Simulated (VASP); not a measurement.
# C (Fd-3m) in VASP: notebook

C is run at these levels: PBEsol; tasks: single point.

Everything below comes from runs of VASP 6.6.1. Logs are shortened: lines on timing, memory, paths and dates and some standing lists are left out, and cuts for length are marked.

### 1 The cell of the first run

It takes space group Fd-3m (No. 227, cubic). The conventional cell has a = 3.551 Å, b = 3.551 Å, c = 3.551 Å, α = 90.00°, β = 90.00°, γ = 90.00°. C (site symmetry -43m) has 4 C at 1.54 Å within 2.0 Å.

### 2 Single point, PBEsol

INCAR

```
SYSTEM = C
  PREC = Accurate
  ENCUT = 520
  EDIFF = 1E-7
  ISMEAR = 0
  SIGMA = 0.01
  LREAL = .FALSE.
  LASPH = .TRUE.
  NELM = 80
  ALGO = Normal
  ISIF = 2
  LWAVE = .FALSE.
  LCHARG = .FALSE.
  GGA = PS
  NBANDS = 11
```

KPOINTS

```
Automatic mesh
0
G
  10 10 10
  0 0 0
```

POSCAR

```
C
1.0
    0.0000000000      1.7756212551      1.7756212551
    1.7756212551      0.0000000000      1.7756212551
    1.7756212551      1.7756212551      0.0000000000
C
2
Direct
    0.5000000000      0.5000000000      0.5000000000
    0.7500000000      0.7500000000      0.7500000000
```

Potentials or basis: VASP PAW PBE potentials, release 64 (C).

Started as:

```
$ cat potpaw_PBE.64/C/POTCAR > POTCAR
$ mpirun -np 1 vasp_std > vasp.out
```

OUTCAR:

```text
SYSTEM = C
   PREC = Accurate
   ENCUT = 520
   EDIFF = 1E-7
   ISMEAR = 0
   LREAL = .FALSE.
   LASPH = .TRUE.
   NELM = 80
   ISIF = 2
   GGA = PS

 ion  position               nearest neighbor table
   1  0.500  0.500  0.500-   2 1.54   2 1.54   2 1.54   2 1.54
   2  0.750  0.750  0.750-   1 1.54   1 1.54   1 1.54   1 1.54

  LATTYP: Found a face centered cubic cell.
 ALAT       =     3.5512425102

  Lattice vectors:

 A1 = (   0.0000000000,   1.7756212551,   1.7756212551)
 A2 = (   1.7756212551,   0.0000000000,   1.7756212551)
 A3 = (   1.7756212551,   1.7756212551,   0.0000000000)

Analysis of symmetry for initial positions (statically):
=====================================================================
 Subroutine PRICEL returns:
 Original cell was already a primitive cell.

 Routine SETGRP: Setting up the symmetry group for a
 face centered cubic supercell.

 Subroutine GETGRP returns: Found 48 space group operations
 (whereof 24 operations were pure point group operations)
 out of a pool of 48 trial point group operations.

The static configuration has the point symmetry T_d .
 The point group associated with its full space group is O_h .

Analysis of symmetry for dynamics (positions and initial velocities):
=====================================================================
 Subroutine PRICEL returns:
 Original cell was already a primitive cell.

 Routine SETGRP: Setting up the symmetry group for a
 face centered cubic supercell.

 Subroutine GETGRP returns: Found 48 space group operations
 (whereof 24 operations were pure point group operations)
 out of a pool of 48 trial point group operations.

The dynamic configuration has the point symmetry T_d .
 The point group associated with its full space group is O_h .

 Subroutine INISYM returns: Found 48 space group operations
 (whereof 24 operations are pure point group operations),
 and found     1 'primitive' translations

----------------------------------------------------------------------------------------

                                     Primitive cell

  volume of cell :      11.1965

  direct lattice vectors                    reciprocal lattice vectors
     0.000000000  1.775621255  1.775621255    -0.281591583  0.281591583  0.281591583
     1.775621255  0.000000000  1.775621255     0.281591583 -0.281591583  0.281591583
     1.775621255  1.775621255  0.000000000     0.281591583  0.281591583 -0.281591583

  length of vectors
     2.511107661  2.511107661  2.511107661     0.487730929  0.487730929  0.487730929

  position of ions in fractional coordinates (direct lattice)
     0.500000000  0.500000000  0.500000000
     0.750000000  0.750000000  0.750000000

  ion indices of the primitive-cell ions
   primitive index   ion index
                 1           1
                 2           2

----------------------------------------------------------------------------------------

 KPOINTS: Automatic mesh

Automatic generation of k-mesh.
 Grid dimensions read from file:
 generate k-points for:   10   10   10

 Generating k-lattice:

  Cartesian coordinates                     Fractional coordinates (reciprocal lattice)
    -0.028159158  0.028159158  0.028159158     0.100000000  0.000000000  0.000000000
     0.028159158 -0.028159158  0.028159158     0.000000000  0.100000000  0.000000000
     0.028159158  0.028159158 -0.028159158     0.000000000  0.000000000  0.100000000

  Length of vectors
     0.048773093  0.048773093  0.048773093

  Shift w.r.t. Gamma in fractional coordinates (k-lattice)
     0.000000000  0.000000000  0.000000000

 Subroutine IBZKPT returns following result:
 ===========================================

 Found     47 irreducible k-points:

 Following reciprocal coordinates:
            Coordinates               Weight
  0.000000  0.000000  0.000000      1.000000
  0.100000  0.000000  0.000000      8.000000
  0.200000  0.000000  0.000000      8.000000
  0.300000  0.000000  0.000000      8.000000
  0.400000  0.000000  0.000000      8.000000
  0.500000  0.000000  0.000000      4.000000
[... 16 lines left out ...]
  0.300000  0.300000  0.000000      6.000000
  0.400000  0.300000  0.000000     24.000000
 [... further k-points ...]
   k-points           NKPTS =     47   k-points in BZ     NKDIM =     47   number of bands    NBANDS=     11
   number of dos      NEDOS =    301   number of ions     NIONS =      2
   total plane-waves  NPLWV =   8000
   dimension x,y,z NGX =    20 NGY =   20 NGZ =   20
   dimension x,y,z NGXF=    40 NGYF=   40 NGZF=   40
   ions per type =               2
   NGX,Y,Z   is equivalent  to a cutoff of  13.24, 13.24, 13.24 a.u.
   NGXF,Y,Z  is equivalent  to a cutoff of  26.48, 26.48, 26.48 a.u.
 SYSTEM =  C
   PREC   = accura    normal or accurate (medium, high low for compatibility)
   ISTART =      0    job   : 0-new  1-cont  2-samecut
   ICHARG =      2    charge: 1-file 2-atom 10-const
   ISPIN  =      1    spin polarized calculation?
   LNONCOLLINEAR =      F non collinear calculations
   LSORBIT =      F    spin-orbit coupling
   LASPH  =      T    aspherical Exc in radial PAW
   ENCUT  =  520.0 eV  38.22 Ry    6.18 a.u.   4.67  4.67  4.67*2*pi/ulx,y,z
   NELM   =     80;   NELMIN=  2; NELMDL= -5     # of ELM steps
   EDIFF  = 0.1E-06   stopping-criterion for ELM
   LREAL  =      F    real-space projection
   EDIFFG = 0.1E-05   stopping-criterion for IOM
   NSW    =      0    number of steps for IOM
   IBRION =     -1    ionic relax: 0-MD 1-quasi-New 2-CG
   NFREE  =      0    steps in history (QN), initial steepest desc. (CG)
   ISIF   =      2    stress and relaxation
   ISYM   =      2    0-nonsym 1-usesym 2-fastsym
   POTIM  = 0.5000    time-step for ionic-motion
   TEBEG  =    0.0;   TEEND  =   0.0 temperature during run
   PSTRESS=    0.0 pullay stress
   NELECT =       8.0000    total number of electrons
   NUPDOWN=      -1.0000    fix difference up-down
   EMIN   =  10.00;   EMAX   =-10.00  energy-range for DOS
   EFERMI =   0.00;   METHOD = LEGACY
   ISMEAR =     0;   SIGMA  =   0.01  broadening in eV -4-tet -1-fermi 0-gaus
   EFERMI_NEDOS =   21; number of points for ismear=-14 and -15
   IALGO  =     38    algorithm
   IMIX   =      4    mixing-type and parameters
     AMIX     =   0.40;   BMIX     =  1.00
     AMIX_MAG =   1.60;   BMIX_MAG =  1.00
  volume/ion in A,a.u.               =       5.60        37.78
  Fermi-wavevector in a.u.,A,eV,Ry     =   1.463562  2.765731 29.143871  2.142014
  Thomas-Fermi vector in A             =   2.579642
   LORBIT       =      0    0 simple, 1 ext, 2 COOP (PROOUT), +10 PAW based schemes
   GGA     = PS    functional components
   LHFCALC =     F    Hartree Fock is set to
   AEXX    =    0.0000 exact exchange contribution
   IVDW    =     0    specifies the selected vdW correction
   LEPSILON=     F    determine dielectric tensor
   LRPA    =     F    only Hartree local field effects (RPA)
 non-spin polarized calculation
 Gauss-broadening in eV      SIGMA  =   0.01
  energy-cutoff  :      520.00
  volume of cell :       11.20
 maximum number of plane-waves:       311
   NGX =  9   NGY =  9   NGZ =  9

 number of electron       7.9999999 magnetization

 Free energy of the ion-electron system (eV)
  ---------------------------------------------------
  ext. energy  EPLUGINS =         0.00000000
  ---------------------------------------------------
  free energy    TOTEN  =       -19.24936666 eV

  energy without entropy =      -19.24936666  energy(sigma->0) =      -19.24936666

 E-fermi :   9.9950     XC(G=0): -13.4975

 val. band max:        9.8993777401   @ k =   0.0000   0.0000   0.0000
 cond. band min:      13.9632237260   @ k =   0.4000   0.4000   0.0000
 fundamental gap:      4.0638459860
 Fermi energy:         9.9950137512

 k-point     1 :       0.0000    0.0000    0.0000
  band No.  band energies     occupation
      1     -11.7991      2.00000
      2       9.8994      2.00000
      3       9.8994      2.00000
      4       9.8994      2.00000
      5      15.4744      0.00000
      6      15.4744      0.00000
      7      15.4744      0.00000
      8      23.5669      0.00000
      9      29.0258      0.00000
     10      36.5119      0.00000
     11      36.5119      0.00000

 k-point     2 :       0.1000    0.0000    0.0000
  band No.  band energies     occupation
      1     -11.5190      2.00000
      2       8.1950      2.00000
      3       9.4423      2.00000
      4       9.4423      2.00000
      5      16.0736      0.00000
      6      16.0736      0.00000
      7      16.4459      0.00000
      8      23.7747      0.00000
      9      29.4816      0.00000
     10      33.8520      0.00000
     11      33.8520      0.00000

 k-point     3 :       0.2000    0.0000    0.0000
  band No.  band energies     occupation
      1     -10.6836      2.00000
      2       4.9463      2.00000
      3       8.5502      2.00000
      4       8.5502      2.00000
      5      17.2189      0.00000
      6      17.2189      0.00000
      7      17.7027      0.00000
      8      24.3401      0.00000
      9      30.2680      0.00000
     10      32.3163      0.00000
     11      32.3163      0.00000

 k-point     4 :       0.3000    0.0000    0.0000
  band No.  band energies     occupation
      1      -9.3114      2.00000
      2       1.5039      2.00000
      3       7.7485      2.00000
      4       7.7485      2.00000
      5      18.0362      0.00000
      6      18.0362      0.00000
      7      18.4474      0.00000
      8      25.0076      0.00000
      9      30.6417      0.00000
     10      32.6004      0.00000
     11      32.6004      0.00000
[... 239 lines left out ...]
 k-point    22 :      -0.2000    0.2000    0.0000
  band No.  band energies     occupation
      1      -8.8581      2.00000
      2       2.8566      2.00000
      3       3.7709      2.00000
      4       7.8811      2.00000
      5      18.4131      0.00000
      6      18.5035      0.00000
      7      20.4424      0.00000
      8      23.6725      0.00000
      9      29.8302      0.00000
     10      30.7872      0.00000
     11      33.9137      0.00000

 k-point    23 :       0.3000    0.3000    0.0000
  band No.  band energies     occupation
      1      -8.4872      2.00000
      2       3.8064      2.00000
      3       4.9159      2.00000
      4       4.9160      2.00000
      5      14.0554      0.00000
      6      18.4576      0.00000
      7      23.1049      0.00000
      8      23.1049      0.00000
      9      30.9030      0.00000
     10      32.7027      0.00000
     11      40.7612      0.00000

 k-point    24 :       0.4000    0.3000    0.0000
  band No.  band energies     occupation
      1      -7.1503      2.00000
      2       1.8032      2.00000
      3       3.7975      2.00000
      4       4.4384      2.00000
      5      14.6084      0.00000
      6      17.7954      0.00000
      7      24.1014      0.00000
      8      24.1747      0.00000
      9      31.7988      0.00000
     10      32.7782      0.00000
     11      40.7233      0.00000

 [... further k-points ...]
[... 5 lines left out ...]
  --------------------------------------------------------------------------------------
  -------------------------------------------------------------------------------------
  Total        0.1462516      0.1462516      0.1462516      0.0000000      0.0000000      0.0000000
  in kB       20.9281156     20.9281156     20.9281156      0.0000000      0.0000000      0.0000000
  external PRESSURE =      20.9281156 kB  Pullay stress =       0.0000000 kB

 VOLUME and BASIS-vectors are now :
 -----------------------------------------------------------------------------
  energy-cutoff  :      520.00
  volume of cell :       11.20
      direct lattice vectors                 reciprocal lattice vectors
     0.000000000  1.775621255  1.775621255    -0.281591583  0.281591583  0.281591583
     1.775621255  0.000000000  1.775621255     0.281591583 -0.281591583  0.281591583
     1.775621255  1.775621255  0.000000000     0.281591583  0.281591583 -0.281591583

 POSITION                                       TOTAL-FORCE (eV/Angst)
 -----------------------------------------------------------------------------------
      1.77562      1.77562      1.77562         0.000000      0.000000      0.000000
      2.66343      2.66343      2.66343        -0.000000     -0.000000     -0.000000
 -----------------------------------------------------------------------------------
    total drift:                                0.000000     -0.000000      0.000000

  FREE ENERGIE OF THE ION-ELECTRON SYSTEM (eV)
  ---------------------------------------------------
  free  energy   TOTEN  =       -19.2493666567 eV

  energy  without entropy=      -19.2493666567  energy(sigma->0) =      -19.24936666
```

Wall time 3.9 s (1 thread of Intel Xeon Platinum 8375C at 2.90GHz (Ice Lake), shared host); peak memory 0.11 GiB.

Results:

| Item | Value |
| --- | --- |
| Free energy | -19.2494 eV |
| Pressure | 2.1 GPa |
| Band gap on the k mesh | 4.06 eV, indirect (least direct gap 5.58 eV) |

Caveat: the PAW data sets were made with another functional, which shifts forces and pressure a little. A k mesh can miss the band edges.

### 3 Single point, PBEsol

This run uses another cell than the first one, of 5.59 Å³/atom, 0.998 times its volume.

Edit INCAR of step 2 so:

```diff
@@ -3,3 +3,3 @@
   ENCUT = 520
-  EDIFF = 1E-7
+  EDIFF = 1E-6
   ISMEAR = 0
@@ -8,3 +8,3 @@
   LASPH = .TRUE.
-  NELM = 80
+  NELM = 60
   ALGO = Normal
```

KPOINTS is that of step 2.

POSCAR

```
C
1.0
    0.0000000000      1.7743499293      1.7743499293
    1.7743499293      0.0000000000      1.7743499293
    1.7743499293      1.7743499293      0.0000000000
C
2
Direct
    0.5000000000      0.5000000000      0.5000000000
    0.7500000000      0.7500000000      0.7500000000
```

Potentials or basis: VASP PAW PBE potentials, release 64 (C).

Started as:

```
$ cat potpaw_PBE.64/C/POTCAR > POTCAR
$ mpirun -np 1 vasp_std > vasp.out
```

It took 3.6 s on 1 thread of Intel Xeon Platinum 8375C at 2.90GHz (Ice Lake), shared host; peak memory 0.11 GiB.

It converged, with:

```yaml
Free_energy: -19.2489 eV
Pressure: 3.1 GPa
Band_gap_on_the_k_mesh: 4.07 eV, indirect (least direct gap 5.58 eV)
```

Levels at points of the mesh, in eV from the valence-band top:
| k point | band 1 | band 2 | band 3 | band 4 | band 5 | band 6 | band 7 | band 8 | band 9 |
| --- | --- | --- | --- | --- | --- | --- | --- | --- | --- |
| (0.00, 0.00, 0.00) | -21.73 | 0.00 | 0.00 | 0.00 | 5.58 | 5.58 | 5.58 | 13.72 | 19.15 |
| (0.50, 0.00, 0.00) | -15.81 | -13.64 | -2.85 | -2.85 | 8.45 | 8.45 | 9.05 | 15.63 | 21.87 |
| (0.50, 0.50, 0.00) | -12.88 | -12.88 | -6.43 | -6.43 | 4.63 | 4.63 | 17.02 | 17.02 | 23.37 |

Caveat: the PAW data sets were made with another functional, which shifts forces and pressure a little. As with any semilocal functional, this PBEsol gap is likely too small.

### 4 Single point, PBEsol

This run uses another cell than the first one, of 5.56 Å³/atom, 0.993 times its volume.

INCAR

```
SYSTEM = C
ALGO = Normal
EDIFF = 1E-6
ENCUT = 520
GGA = PS
ISIF = 2
ISMEAR = 0
LASPH = .TRUE.
LCHARG = .TRUE.
LELF = .TRUE.
LREAL = .FALSE.
LVHAR = .TRUE.
LWAVE = .FALSE.
NBANDS = 11
NELM = 100
PREC = Accurate
SIGMA = 0.01
```

KPOINTS

```
k-points
0
G
  10 10 10
  0 0 0
```

POSCAR

```
C
1.0
    0.0000000000      1.7717304618      1.7717304618
    1.7717304618      0.0000000000      1.7717304618
    1.7717304618      1.7717304618      0.0000000000
C
2
Direct
    0.5000000000      0.5000000000      0.5000000000
    0.7500000000      0.7500000000      0.7500000000
```

Started as:

```
$ cat potpaw_PBE.64/C/POTCAR > POTCAR
$ mpirun -np 1 vasp_std > vasp.out
```

It took 4 s on 1 thread of Intel Xeon Platinum 8375C at 2.90GHz (Ice Lake), shared host; peak memory 0.11 GiB.

The run converged. Its results:

| Item | Value |
| --- | --- |
| Free energy | -19.2476 eV |
| Pressure | 5.1 GPa |
| Band gap on the k mesh | 4.08 eV, indirect (least direct gap 5.59 eV) |

Levels at points of the mesh, in eV from the valence-band top:
| k point | band 2 | band 3 | band 4 | band 5 | band 6 | band 7 |
| --- | --- | --- | --- | --- | --- | --- |
| (0.00, 0.00, 0.00) | 0.00 | 0.00 | 0.00 | 5.59 | 5.59 | 5.59 |
| (0.50, 0.00, 0.00) | -13.69 | -2.86 | -2.86 | 8.47 | 8.47 | 9.11 |
| (0.50, 0.50, 0.00) | -12.92 | -6.46 | -6.46 | 4.64 | 4.64 | 17.09 |

Caveat: the PAW data sets were made with another functional, which shifts forces and pressure a little. A k mesh can miss the band edges.

### 5 Overview

| cell | gap on the mesh (eV) | pressure (GPa) |
| --- | --- | --- |
| a = 2.511 Å, angles 60.0°, 2 atoms | 4.06 | 2.1 |
| a = 2.509 Å, angles 60.0°, 2 atoms | 4.07 | 3.1 |
| a = 2.506 Å, angles 60.0°, 2 atoms | 4.08 | 5.1 |

Alike in all rows: task single point; level PBEsol; potentials or basis VASP PAW PBE potentials, release 64 (C); no spin polarisation; k mesh 10 × 10 × 10; cutoff (eV) 520; smearing gaussian 0.01 eV.

Caveats: the PAW data sets were made with another functional, which shifts forces and pressure a little.

Absolute energies hang on the potentials; compare differences alone.
